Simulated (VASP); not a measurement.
# HfSi20H8 in VASP: further runs, part 2 of 2

VASP 6.6.1.

## 3. Single point, LDA

The input, INCAR:

```
SYSTEM = HfSi20H8
  ALGO = Normal
  EDIFF = 1E-7
  ENCUT = 520
  ISIF = 2
  ISMEAR = -1
  LASPH = .TRUE.
  LCHARG = .FALSE.
  LREAL = Auto
  LWAVE = .FALSE.
  NBANDS = 69
  NELM = 100
  PREC = Accurate
  SIGMA = 0.02
```

The input, KPOINTS:

```
k-points
0
G
  2 2 1
  0 0 0
```

The input, POSCAR:

```
HfSi20H8
1.0
    7.6791800000      0.0000000000      0.0000000000
    0.0000000000      7.6791800000      0.0000000000
    0.0000000000      0.0000000000     18.2555000000
H Si Hf
8 20 1
Direct
    0.4093920000      0.0000000000      0.0547780000
    0.0906080000      0.0000000000      0.0547780000
    0.9093920000      0.0000000000      0.0547780000
    0.5906080000      0.0000000000      0.0547780000
    0.4093920000      0.5000000000      0.0547780000
    0.0906080000      0.5000000000      0.0547780000
    0.9093920000      0.5000000000      0.0547780000
    0.5906080000      0.5000000000      0.0547780000
    0.2500000000      0.0000000000      0.1021884000
    0.7500000000      0.0000000000      0.1021884000
    0.2500000000      0.5000000000      0.1021884000
    0.7500000000      0.5000000000      0.1021884000
    0.2600994922      0.2510819788      0.1714072385
    0.7399882077      0.2499897511      0.1706060067
    0.2563601069      0.7503349416      0.1786252310
    0.7444985809      0.7480351207      0.1783344114
   -0.0015265432      0.2742481603      0.2314825964
    0.5008122988      0.2429000564      0.2485100209
    0.0000261259      0.7541895839      0.2488487888
    0.5014638739      0.7438317837      0.2592453960
   -0.0025502253      0.0386265284      0.3055143402
    0.5049882644      0.0049644737      0.3296856088
    0.0072864769      0.4862091005      0.3205228117
    0.5218984088      0.4804567914      0.3298785288
    0.2323401778      0.0363941403      0.3951651532
    0.7671412626      0.0800222665      0.3963288136
    0.2586132848      0.3397385464      0.3612298500
    0.7738757550      0.4337802960      0.4043389948
    0.9602569548      0.7948961605      0.3968181524
```

Potentials or basis: VASP PAW LDA potentials, release 64 (H, Si, Hf_pv).

The run is started by

```sh
$ cat potpaw_LDA.64/H/POTCAR potpaw_LDA.64/Si/POTCAR potpaw_LDA.64/Hf_pv/POTCAR > POTCAR
$ mpirun -np 1 vasp_std > vasp.out
```

OUTCAR:

```text
SYSTEM = HfSi20H8
   EDIFF = 1E-7
   ENCUT = 520
   ISIF = 2
   ISMEAR = -1
   LASPH = .TRUE.
   LREAL = Auto
   NELM = 100
   PREC = Accurate

 ion  position               nearest neighbor table
   1  0.409  0.000  0.055-   9 1.50
   2  0.091  0.000  0.055-   9 1.50
   3  0.909  0.000  0.055-  10 1.50
   4  0.591  0.000  0.055-  10 1.50
   5  0.409  0.500  0.055-  11 1.50
   6  0.091  0.500  0.055-  11 1.50
   7  0.909  0.500  0.055-  12 1.50
   8  0.591  0.500  0.055-  12 1.50
   9  0.250  0.000  0.102-   1 1.50   2 1.50  13 2.31  15 2.37
  10  0.750  0.000  0.102-   3 1.50   4 1.50  14 2.29  16 2.38
  11  0.250  0.500  0.102-   5 1.50   6 1.50  13 2.29  15 2.38
  12  0.750  0.500  0.102-   7 1.50   8 1.50  14 2.29  16 2.36
  13  0.260  0.251  0.171-  11 2.29  17 2.30   9 2.31  18 2.32
  14  0.740  0.250  0.171-  17 2.28  10 2.29  12 2.29  18 2.32
  15  0.256  0.750  0.179-  19 2.35   9 2.37  11 2.38  20 2.39
  16  0.744  0.748  0.178-  19 2.35  12 2.36  20 2.38  10 2.38
  17  0.998  0.274  0.231-  21 2.26  14 2.28  13 2.30  23 2.30  27 3.14
  18  0.501  0.243  0.249-  14 2.32  13 2.32  22 2.35  24 2.36  27 2.87
  19  0.000  0.754  0.249-  16 2.35  15 2.35  21 2.42  23 2.44  29 2.74
  20  0.501  0.744  0.259-  16 2.38  22 2.38  15 2.39  24 2.40
  21  0.997  0.039  0.306-  17 2.26  19 2.42  25 2.44  26 2.44  29 2.52
  22  0.505  0.005  0.330-  18 2.35  20 2.38  26 2.42  25 2.42
  23  0.007  0.486  0.321-  17 2.30  27 2.35  28 2.39  19 2.44  29 2.77
  24  0.522  0.480  0.330-  18 2.36  27 2.36  28 2.39  20 2.40
  25  0.232  0.036  0.395-  27 2.42  22 2.42  21 2.44  29 2.79
  26  0.767  0.080  0.396-  22 2.42  21 2.44  29 2.64  28 2.72
  27  0.259  0.340  0.361-  23 2.35  24 2.36  25 2.42  18 2.87  17 3.14
  28  0.774  0.434  0.404-  23 2.39  24 2.39  26 2.72  29 3.12
  29  0.960  0.795  0.397-  21 2.52  26 2.64  19 2.74  23 2.77  25 2.79  28 3.12

  LATTYP: Found a simple tetragonal cell.
 ALAT       =     7.6791800000
 C/A-ratio  =     2.3772720525

  Lattice vectors:

 A1 = (   7.6791800000,   0.0000000000,   0.0000000000)
 A2 = (   0.0000000000,   7.6791800000,   0.0000000000)
 A3 = (   0.0000000000,   0.0000000000,  18.2555000000)

Analysis of symmetry for initial positions (statically):
=====================================================================
 Subroutine PRICEL returns:
 Original cell was already a primitive cell.

 Routine SETGRP: Setting up the symmetry group for a
 simple tetragonal supercell.

 Subroutine GETGRP returns: Found  1 space group operations
 (whereof  1 operations were pure point group operations)
 out of a pool of 16 trial point group operations.

The static configuration has the point symmetry C_1 .

Analysis of symmetry for dynamics (positions and initial velocities):
=====================================================================
 Subroutine PRICEL returns:
 Original cell was already a primitive cell.

 Routine SETGRP: Setting up the symmetry group for a
 simple tetragonal supercell.

 Subroutine GETGRP returns: Found  1 space group operations
 (whereof  1 operations were pure point group operations)
 out of a pool of 16 trial point group operations.

The dynamic configuration has the point symmetry C_1 .

 Subroutine INISYM returns: Found  1 space group operations
[... 105 lines left out ...]

 Following reciprocal coordinates:
            Coordinates               Weight
  0.000000  0.000000  0.000000      1.000000
  0.500000  0.000000  0.000000      1.000000
  0.000000  0.500000  0.000000      1.000000
  0.500000  0.500000  0.000000      1.000000
   k-points           NKPTS =      4   k-points in BZ     NKDIM =      4   number of bands    NBANDS=     69
   number of dos      NEDOS =    301   number of ions     NIONS =     29
   total plane-waves  NPLWV = 504000
   dimension x,y,z NGX =    60 NGY =   60 NGZ =  140
   dimension x,y,z NGXF=   120 NGYF=  120 NGZF=  280
   ions per type =               8  20   1
   NGX,Y,Z   is equivalent  to a cutoff of  12.99, 12.99, 12.75 a.u.
[... 20 lines left out ...]
   TEBEG  =    0.0;   TEEND  =   0.0 temperature during run
   PSTRESS=    0.0 pullay stress
   NELECT =      98.0000    total number of electrons
   NUPDOWN=      -1.0000    fix difference up-down
   EMIN   =  10.00;   EMAX   =-10.00  energy-range for DOS
   EFERMI =   0.00;   METHOD = LEGACY
   ISMEAR =    -1;   SIGMA  =   0.02  broadening in eV -4-tet -1-fermi 0-gaus
   EFERMI_NEDOS =   21; number of points for ismear=-14 and -15
   IALGO  =     38    algorithm
   IMIX   =      4    mixing-type and parameters
     AMIX     =   0.40;   BMIX     =  1.00
     AMIX_MAG =   1.60;   BMIX_MAG =  1.00
  volume/ion in A,a.u.               =      37.12       250.51
  Fermi-wavevector in a.u.,A,eV,Ry     =   0.736448  1.391686  7.379207  0.542356
  Thomas-Fermi vector in A             =   1.829890
   LORBIT       =      0    0 simple, 1 ext, 2 COOP (PROOUT), +10 PAW based schemes
   GGA     = CA    functional components
   LHFCALC =     F    Hartree Fock is set to
   AEXX    =    0.0000 exact exchange contribution
   IVDW    =     0    specifies the selected vdW correction
   LEPSILON=     F    determine dielectric tensor
   LRPA    =     F    only Hartree local field effects (RPA)
 non-spin polarized calculation
  energy-cutoff  :      520.00
  volume of cell :     1076.52
 maximum number of plane-waves:     29043
 NGX is ok and might be reduce to    60
   NGX = 29   NGY = 29   NGZ = 67

 number of electron      98.0000003 magnetization

 Free energy of the ion-electron system (eV)
  ---------------------------------------------------
  ext. energy  EPLUGINS =         0.00000000
  ---------------------------------------------------
  free energy    TOTEN  =      -148.25596442 eV

  energy without entropy =     -148.24399513  energy(sigma->0) =     -148.24997978

 E-fermi :  -0.1936     XC(G=0):  -4.8822

 val. band max:       -0.2169575286   @ k =   0.5000   0.0000   0.0000
 cond. band min:      -0.1717623934   @ k =   0.0000   0.0000   0.0000
 fundamental gap:      0.0451951352
 Fermi energy:        -0.1935651539

 k-point     1 :       0.0000    0.0000    0.0000
  band No.  band energies     occupation
      1     -31.8847      2.00000
      2     -31.7553      2.00000
      3     -31.6767      2.00000
      4     -12.2681      2.00000
      5     -11.0263      2.00000
      6     -10.4853      2.00000
[... 245 lines left out ...]
     60       2.3393      0.00000
     61       2.5187      0.00000
 [bands above 61 left out]

------------------------ aborting loop because EDIFF is reached ----------------------------------------

  FORCE on cell =-STRESS in cart. coord.  units (eV):
  Direction    XX          YY          ZZ          XY          YZ          ZX
  --------------------------------------------------------------------------------------
  -------------------------------------------------------------------------------------
  Total        7.1753370    -13.3897104      0.2411441     -3.3614260     -0.0438739     -0.0018413
  in kB       10.6789722    -19.9277534      0.3588921     -5.0027720     -0.0652971     -0.0027404
  external PRESSURE =      -2.9632964 kB  Pullay stress =       0.0000000 kB

 VOLUME and BASIS-vectors are now :
 -----------------------------------------------------------------------------
  energy-cutoff  :      520.00
  volume of cell :     1076.52
      direct lattice vectors                 reciprocal lattice vectors
     7.679180000  0.000000000  0.000000000     0.130222237  0.000000000  0.000000000
     0.000000000  7.679180000  0.000000000     0.000000000  0.130222237  0.000000000
     0.000000000  0.000000000 18.255500000     0.000000000  0.000000000  0.054778012

 POSITION                                       TOTAL-FORCE (eV/Angst)
 -----------------------------------------------------------------------------------
      3.14379      0.00000      1.00000        -0.446446     -0.082687     -0.062612
      0.69580      0.00000      1.00000         0.432266     -0.083401      0.008877
      6.98338      0.00000      1.00000        -0.441278     -0.090983     -0.015192
      4.53539      0.00000      1.00000         0.448141     -0.107189     -0.074256
      3.14379      3.83959      1.00000        -0.444456      0.168706     -0.085137
      0.69580      3.83959      1.00000         0.448386      0.037592      0.029278
[... 21 lines left out ...]
      5.94273      3.33108      7.38141         0.001184      0.011493      0.003419
      7.37399      6.10415      7.24411         0.019330     -0.014815     -0.004544
 -----------------------------------------------------------------------------------
    total drift:                                0.001230      0.004113      0.010405

  FREE ENERGIE OF THE ION-ELECTRON SYSTEM (eV)
  ---------------------------------------------------
  free  energy   TOTEN  =      -148.2559644216 eV

  energy  without entropy=     -148.2439951309  energy(sigma->0) =     -148.24997978
```

Wall time 13 min (1 thread of AMD EPYC 9R14 (Zen 4), shared host); peak memory 0.73 GiB.

Results:

| Item | Value |
| --- | --- |
| Free energy | -148.2560 eV |
| Largest force | 0.494 eV/Å |
| Band gap on the k mesh | 0.05 eV (least direct gap 0.17 eV) |

Forces in eV/Å, atoms in the order of the input:
```
H   -0.446 -0.083 -0.063
H    0.432 -0.083  0.009
H   -0.441 -0.091 -0.015
H    0.448 -0.107 -0.074
H   -0.444  0.169 -0.085
H    0.448  0.038  0.029
H   -0.448  0.039  0.026
H    0.453  0.162 -0.113
Si   0.163 -0.248  0.168
Si  -0.125 -0.391  0.083
Si   0.312  0.332  0.071
Si  -0.352  0.265 -0.082
Si  -0.002  0.002  0.007
Si   0.001  0.002  0.002
Si  -0.001 -0.006  0.001
Si   0.000  0.000  0.000
Si   0.000  0.003 -0.012
Si   0.001 -0.003  0.003
Si  -0.004 -0.006 -0.003
Si  -0.001  0.002  0.010
Si   0.006 -0.001  0.026
Si   0.000  0.000  0.006
Si  -0.005  0.009  0.010
Si   0.004  0.005  0.000
Si  -0.014 -0.006  0.000
Si  -0.012  0.009 -0.006
Si   0.004 -0.008  0.004
Si   0.001  0.011  0.003
Hf   0.019 -0.015 -0.005
```

Levels at points of the mesh, in eV from the valence-band top:
```tsv
k point	band 46	band 47	band 48	band 49	band 50	band 51	band 52	band 53
(0.00, 0.00, 0.00)	-1.11	-0.99	-0.93	-0.41	0.05	0.21	0.60	0.81
(0.50, 0.00, 0.00)	-1.18	-0.93	-0.85	0.00	0.17	0.66	0.83	1.00
(0.00, 0.50, 0.00)	-1.09	-0.90	-0.81	-0.30	0.29	0.34	0.54	0.62
(0.50, 0.50, 0.00)	-1.35	-1.10	-0.73	-0.06	0.34	0.51	0.73	1.15
```

Caveat: spin-orbit coupling is left out, which moves the levels of the heavy elements.

## 4. Single point, LDA

The input, INCAR:

```
SYSTEM = HfSi20H8
PREC = Accurate
ENCUT = 520
EDIFF = 1E-6
ISMEAR = -1
SIGMA = 0.02
LREAL = Auto
LASPH = .TRUE.
NELM = 60
ALGO = Normal
ISIF = 2
LWAVE = .FALSE.
LCHARG = .TRUE.
GGA = CA
LELF = .TRUE.
LVHAR = .TRUE.
NBANDS = 69
```

The input, KPOINTS:

```
regular mesh
0
G
  2 2 1
  0 0 0
```

The input, POSCAR:

```
HfSi20H8
1.0
    7.6791800000      0.0000000000      0.0000000000
    0.0000000000      7.6791800000      0.0000000000
    0.0000000000      0.0000000000     18.2555000000
H Si Hf
8 20 1
Direct
    0.4093920100      0.0000000000      0.0547780100
    0.0906079700      0.0000000000      0.0547780100
    0.9093919800      0.0000000000      0.0547780100
    0.5906079500      0.0000000000      0.0547780100
    0.4093920100      0.4999999800      0.0547780100
    0.0906079700      0.4999999800      0.0547780100
    0.9093919800      0.4999999800      0.0547780100
    0.5906079500      0.4999999800      0.0547780100
    0.2499999900      0.0000000000      0.1021883800
    0.7499999700      0.0000000000      0.1021883800
    0.2499999900      0.4999999800      0.1021883800
    0.7499999700      0.4999999800      0.1021883800
    0.2606114441      0.2500799292      0.1706763759
    0.7404140081      0.2511511239      0.1713954017
    0.2557681994      0.7481801576      0.1783431645
    0.7437901268      0.7503833013      0.1786254031
    0.0019648863      0.2748593171      0.2314219898
    0.4999649853      0.2432605531      0.2485964412
    0.0002043411      0.7551903564      0.2487252541
    0.4987698516      0.7444802825      0.2593137013
    0.0030570427      0.0396153989      0.3057253256
    0.4952209480      0.0054664192      0.3297889584
   -0.0078230031      0.4869598417      0.3204295032
    0.4777099081      0.4812404585      0.3299058548
    0.2330963493      0.0801288311      0.3965233169
    0.7678169236      0.0363727977      0.3952499426
    0.2256688243      0.4341901200      0.4042597888
    0.7408338623      0.3401742479      0.3611817029
    1.0389705430      0.7949165146      0.3967099861
```

The run is started by

```sh
$ cat potpaw_LDA.64/H/POTCAR potpaw_LDA.64/Si/POTCAR potpaw_LDA.64/Hf_pv/POTCAR > POTCAR
$ mpirun -np 1 vasp_std > vasp.out
```

It took 14 min on 1 thread of AMD EPYC 9R14 (Zen 4), shared host; peak memory 0.72 GiB.

The run converged. Its results:

| Property | Result |
| --- | --- |
| Free energy | -148.2559 eV |
| Largest force | 0.497 eV/Å |
| Band gap on the k mesh | 0.04 eV (least direct gap 0.17 eV) |

Forces in eV/Å, atoms in the order of the input:
```
H   -0.450 -0.106 -0.076
H    0.441 -0.088 -0.012
H   -0.433 -0.084  0.008
H    0.447 -0.079 -0.062
H   -0.455  0.164 -0.115
H    0.448  0.038  0.029
H   -0.449  0.040  0.028
H    0.444  0.169 -0.083
Si   0.134 -0.380  0.089
Si  -0.161 -0.249  0.166
Si   0.363  0.268 -0.075
Si  -0.309  0.339  0.069
Si  -0.005 -0.002 -0.004
Si  -0.005 -0.004  0.002
Si   0.001 -0.003 -0.006
Si   0.000  0.001 -0.001
Si   0.007 -0.006  0.004
Si  -0.014  0.004  0.005
Si  -0.002  0.000  0.010
Si  -0.004 -0.006  0.001
Si  -0.012 -0.015  0.009
Si  -0.003 -0.002  0.005
Si   0.004 -0.001  0.007
Si  -0.003 -0.006  0.000
Si   0.004 -0.002 -0.007
Si   0.007  0.010 -0.006
Si  -0.006  0.009  0.006
Si   0.004 -0.012  0.008
Hf   0.008  0.003 -0.001
```

Levels at points of the mesh, in eV from the valence-band top:
```tsv
k point	band 45	band 46	band 47	band 48	band 49	band 50	band 51	band 52	band 53	band 54
(0.00, 0.00, 0.00)	-1.25	-1.11	-0.99	-0.94	-0.40	0.04	0.21	0.60	0.81	0.88
(0.50, 0.00, 0.00)	-1.30	-1.18	-0.93	-0.84	0.00	0.17	0.66	0.83	0.99	1.14
(0.00, 0.50, 0.00)	-1.18	-1.09	-0.90	-0.81	-0.30	0.29	0.33	0.54	0.62	1.19
(0.50, 0.50, 0.00)	-1.69	-1.35	-1.09	-0.73	-0.07	0.34	0.51	0.73	1.15	1.50
```

Caveat: spin-orbit coupling is left out, which moves the levels of the heavy elements.

## 5. Single point, LDA

The input, INCAR:

```
SYSTEM = HfSi20H8
PREC = Accurate
ENCUT = 520
EDIFF = 1E-6
ISMEAR = -1
SIGMA = 0.02
LREAL = Auto
LASPH = .TRUE.
NELM = 100
ALGO = Normal
ISIF = 2
LWAVE = .FALSE.
LCHARG = .FALSE.
NBANDS = 69
```

The input, KPOINTS:

```
Automatic mesh
0
G
  2 2 1
  0 0 0
```

The input, POSCAR:

```
HfSi20H8
1.0
    7.6791800000      0.0000000000      0.0000000000
    0.0000000000      7.6791800000      0.0000000000
    0.0000000000      0.0000000000     18.2555000000
H Si Hf
8 20 1
Direct
    0.4093920184      0.0000000000      0.0547780121
    0.0906079816      0.0000000000      0.0547780121
    0.9093920184      0.0000000000      0.0547780121
    0.5906079816      0.0000000000      0.0547780121
    0.4093920184      0.5000000000      0.0547780121
    0.0906079816      0.5000000000      0.0547780121
    0.9093920184      0.5000000000      0.0547780121
    0.5906079816      0.5000000000      0.0547780121
    0.2500000000      0.0000000000      0.1021883816
    0.7500000000      0.0000000000      0.1021883816
    0.2500000000      0.5000000000      0.1021883816
    0.7500000000      0.5000000000      0.1021883816
    0.2600995158      0.2510820166      0.1714072471
    0.7399882540      0.2499897124      0.1706060091
    0.2563600541      0.7503349316      0.1786252362
    0.7444986314      0.7480350767      0.1783344198
   -0.0015265953      0.2742481619      0.2314826217
    0.5008123263      0.2429000232      0.2485100381
    0.0000261747      0.7541896400      0.2488487853
    0.5014638282      0.7438317633      0.2592453781
   -0.0025502723      0.0386265200      0.3055143381
    0.5049882930      0.0049644624      0.3296856290
    0.0072864551      0.4862090744      0.3205228013
    0.5218984319      0.4804567675      0.3298785571
    0.2323401717      0.0363941202      0.3951651283
    0.7671412833      0.0800222159      0.3963288324
    0.2586132894      0.3397384877      0.3612298759
    0.7738757263      0.4337802995      0.4043389663
    0.9602569545      0.7948961999      0.3968181644
```

The run is started by

```sh
$ cat potpaw_LDA.64/H/POTCAR potpaw_LDA.64/Si/POTCAR potpaw_LDA.64/Hf_pv/POTCAR > POTCAR
$ mpirun -np 1 vasp_std > vasp.out
```

It took 13 min on 1 thread of AMD EPYC 9R14 (Zen 4), shared host; peak memory 0.72 GiB.

It converged, with:

```yaml
Free_energy: -148.2560 eV
Largest_force: 0.495 eV/Å
Band_gap_on_the_k_mesh: 0.05 eV (least direct gap 0.17 eV)
```

Forces in eV/Å, atoms in the order of the input:
```
H   -0.446 -0.083 -0.063
H    0.432 -0.083  0.009
H   -0.441 -0.091 -0.015
H    0.448 -0.107 -0.074
H   -0.444  0.169 -0.085
H    0.448  0.038  0.029
H   -0.448  0.039  0.026
H    0.453  0.162 -0.113
Si   0.163 -0.248  0.168
Si  -0.125 -0.391  0.083
Si   0.312  0.332  0.071
Si  -0.352  0.265 -0.082
Si  -0.002  0.002  0.007
Si   0.001  0.002  0.002
Si  -0.001 -0.006  0.001
Si  -0.001  0.000  0.000
Si   0.000  0.003 -0.012
Si   0.001 -0.003  0.003
Si  -0.004 -0.006 -0.002
Si  -0.001  0.002  0.010
Si   0.006 -0.001  0.026
Si   0.000  0.000  0.006
Si  -0.005  0.009  0.010
Si   0.004  0.005  0.000
Si  -0.014 -0.006  0.000
Si  -0.012  0.009 -0.006
Si   0.004 -0.008  0.004
Si   0.001  0.011  0.003
Hf   0.019 -0.015 -0.005
```

Levels at points of the mesh, in eV from the valence-band top:
```csv
k point,band 45,band 46,band 47,band 48,band 49,band 50,band 51,band 52,band 53,band 54
"(0.00, 0.00, 0.00)",-1.25,-1.11,-0.99,-0.93,-0.41,0.05,0.21,0.60,0.81,0.88
"(0.50, 0.00, 0.00)",-1.30,-1.18,-0.93,-0.85,0.00,0.17,0.66,0.83,1.00,1.15
"(0.00, 0.50, 0.00)",-1.18,-1.09,-0.90,-0.81,-0.30,0.29,0.34,0.54,0.62,1.19
"(0.50, 0.50, 0.00)",-1.69,-1.35,-1.10,-0.73,-0.06,0.34,0.51,0.73,1.15,1.50
```

Caveat: spin-orbit coupling is left out, which moves the levels of the heavy elements.

## 6. Overview

| cell | gap on the mesh (eV) | largest force (eV/Å) |
| --- | --- | --- |
| as given, atomic positions A | - | 0.49 |
| as given, atomic positions B | 0.05 | 0.49 |
| as given, atomic positions C | 0.04 | 0.50 |

Alike in all rows: task single point; level LDA; potentials or basis VASP PAW LDA potentials, release 64 (H, Si, Hf_pv); no spin polarisation; k mesh 2 × 2 × 1; cutoff (eV) 520; smearing fermi-dirac 0.02 eV.

Caveats: some runs use coarse meshes; spin-orbit coupling is left out, which moves the levels of the heavy elements.

Total energies depend on the potentials used, so only differences within one code and one set of settings carry meaning.
